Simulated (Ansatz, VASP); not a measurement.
**Two plane-wave programs on ZrB2**

```
Zr B
1.0
     3.13569    0.00000    0.00000
    -1.56785    2.71559    0.00000
     0.00000    0.00000    3.48632
Zr B
1 2
Direct
  0.00000 0.00000 0.00000
  0.33333 0.66667 0.50000
  0.66667 0.33333 0.50000
```

Alike in both runs: functional LDA; k mesh 9 × 9 × 6; occupations gaussian, width 0.1 eV; no spin polarisation.

Ansatz relaxed the structure, and its values are those at the end. VASP's run is a single point on that final structure, the one shown.

|  | VASP | Ansatz |
| --- | --- | --- |
| version | VASP 6.6.1 | Ansatz 0.2.0 |
| potentials or method | VASP PAW LDA potentials, release 64 (Zr_sv, B), cutoff 520 eV | scalar-relativistic, plane waves, PAW |
| valence electrons in the cell | 18 | 18 |

VASP gave:

* gap on the k mesh at the Fermi level (eV): none
* pressure (GPa): 0.3

Task: What did Ansatz give for the same quantities?

Result: gap on the k mesh at the Fermi level (eV): none; pressure (GPa): -0.2.

Ansatz warns that its potentials were made for another functional, while VASP's fit it. LDA's correlation is that of Perdew and Zunger in VASP and of Perdew and Wang (1992) in Ansatz. A gap of «none» marks a metal or a gap that the smearing closes.
